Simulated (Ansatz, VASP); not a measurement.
## Two plane-wave programs on ZrS2

```
CELL_PARAMETERS angstrom
3.63512 0.00000 0.00000
-1.81756 3.14811 0.00000
0.00000 0.00000 5.72046
ATOMIC_POSITIONS crystal
Zr 0.00000 0.00000 0.00000
S 0.66667 0.33333 0.74473
S 0.33333 0.66667 0.25527
```

Alike in both runs: functional PBE; dispersion D3(BJ); k mesh 9 × 9 × 6; occupations gaussian, width 0.02 eV; no spin polarisation.

Ansatz relaxed the structure, and its values are those at the end. VASP's run is a single point on that final structure, the one shown.

```csv
,VASP,Ansatz
version,VASP 6.6.1,Ansatz 0.2.0
potentials or method,"VASP PAW PBE potentials, release 64 (Zr_sv, S), cutoff 500 eV","scalar-relativistic, plane waves, PAW"
valence electrons in the cell,24,24
```

|  | VASP | Ansatz | Ansatz less VASP |
| --- | --- | --- | --- |
| gap on the k mesh at the Fermi level (eV) | 0.70 | 0.70 | -0.004 |
| least direct gap on the mesh (eV) | 1.42 | 1.41 | -0.009 |
| pressure (GPa) | 0.0 | 0.0 | +0.03 |
| rms of the force components (eV/Å) | 0.003 | 0.000 | -0.0033 |
